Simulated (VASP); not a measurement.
# Fe: single point with LDA

Fe:

```xyz
1
Lattice="0.0000 1.9798 2.0036 1.5278 0.0000 2.0036 1.5278 1.9798 0.0000" Properties=species:S:1:pos:R:3 pbc="T T T"
Fe    0.0000    0.0000    0.0000
```

```yaml
Program: VASP 6.6.1
Task: single point
Functional: LDA
Potentials_or_basis: VASP PAW LDA potentials, release 64 (Fe)
Cutoff: 520 eV
k_mesh: 16 × 16 × 16
Occupations: fermi-dirac, width 0.05 eV
Spin: collinear spin, ferromagnetic start
Starting_moments: "[3.0] μB"
```

| Quantity | Value |
| --- | --- |
| Pressure | -26.0 GPa |
| Net moment | 2.26 μB per cell |
| Site moments | Fe +2.24 μB |
| Valence electrons inside the program's atomic spheres | Fe 7.16 |

Stress tensor (GPa, compression positive):
```
-30.52   0.00   0.00
  0.00 -23.17   0.00
  0.00   0.00 -24.44
```

Levels at points of the mesh, in eV from the Fermi level:
Spin up:
```tsv
k point	band 3	band 4	band 5	band 6	band 7	band 8
(0.00, 0.00, 0.00)	-2.22	-1.90	-1.17	-0.79	23.19	24.60
(0.50, 0.00, 0.00)	-1.24	-0.68	0.25	0.25	6.52	18.30
(0.50, 0.50, 0.00)	-0.65	-0.58	0.32	0.77	7.21	16.70
(0.50, 0.00, 0.50)	-0.68	-0.63	0.38	0.98	7.48	16.48
(0.00, 0.50, 0.50)	-0.04	0.06	0.15	7.43	10.36	10.37
```
Spin down:
| k point | band 1 | band 2 | band 3 | band 4 | band 5 | band 6 |
| --- | --- | --- | --- | --- | --- | --- |
| (0.00, 0.00, 0.00) | -7.78 | -0.50 | -0.38 | 0.05 | 1.08 | 1.60 |
| (0.50, 0.00, 0.00) | -3.34 | -1.24 | 0.61 | 0.99 | 1.66 | 2.40 |
| (0.50, 0.50, 0.00) | -3.30 | -1.87 | 1.15 | 1.67 | 1.79 | 2.46 |
| (0.50, 0.00, 0.50) | -3.28 | -1.83 | 1.36 | 1.62 | 1.73 | 2.49 |
| (0.00, 0.50, 0.50) | -2.88 | -2.70 | 2.12 | 2.17 | 2.24 | 7.89 |

It took 2.7 min on 1 thread of Intel Xeon 8259CL, on a shared host, peak memory 0.26 GiB.

Caveat: the cell stands under tension.
